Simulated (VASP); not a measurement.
Wanted: the native input for a VASP 6.6.1 run.

- Task: single point
- Functional: PBEsol
- Dispersion: D3(BJ)
- Potentials or basis: VASP PAW PBE potentials, release 64 (Sn_d)
- Cutoff: 520 eV
- k mesh: 16 × 16 × 16
- Occupations: gaussian, width 0.1 eV
- Spin: no spin polarisation
- Dipole correction: no
- Further INCAR settings: ALGO = Fast; EDIFF = 1e-06; NBANDS = 13

The structure of Sn lies in POSCAR:

```
Sn
1.0
   -1.7720116684      1.7726639348      2.1938412633
    1.7720116684     -1.7726639348      2.1938412633
    1.7720116684      1.7726639348     -2.1938412633
Sn
1
Direct
    0.0000000000      0.0000000000      0.0000000000
```

This cell differs from its parent crystal: volume scaled by 1.10, then relaxed in part.

These files were run (other wordings do the same):

INCAR

```
SYSTEM = Sn
PREC     = Accurate       ! precision mode
ENCUT    = 520            ! plane-wave cutoff, eV
EDIFF    = 1E-6           ! SCF threshold, eV
ISMEAR   = 0              ! smearing method
SIGMA    = 0.1            ! smearing width, eV
LREAL    = .False.        ! projectors in reciprocal space
LASPH    = .True.         ! aspherical terms in the spheres
NELM     = 80             ! most SCF steps
ALGO     = Fast           ! electronic algorithm
ISIF     = 2              ! what is computed and relaxed
LWAVE    = .False.        ! write WAVECAR
LCHARG   = .False.        ! write CHGCAR
GGA      = PS             ! functional
IVDW     = 12             ! dispersion correction
NBANDS   = 13             ! bands
```

KPOINTS

```
Automatic mesh
0
Gamma
  16 16 16
  0 0 0
```

Potentials or basis: VASP PAW PBE potentials, release 64 (Sn_d).

Run with:

```sh
$ cat potpaw_PBE.64/Sn_d/POTCAR > POTCAR
$ mpirun -np 1 vasp_std > vasp.out
```

It gave:

```
Pressure                   : -4.5 GPa
Band gap on the k mesh     : zero (band 7 reaches 15.25 eV, above the bottom of band 8 at 5.58 eV)
Dispersion energy per atom : -0.384 eV
```

Caveat: the PAW data sets were made with another functional, which shifts forces and pressure a little; spin-orbit coupling is left out, which moves the levels of the heavy elements; pairwise dispersion overbinds metals, which lowers pressure and volume.

Wall time 98 s on 1 thread of Intel(R) Xeon(R) 6975P-C (Granite Rapids), with other jobs on the host, peak memory 0.33 GiB.
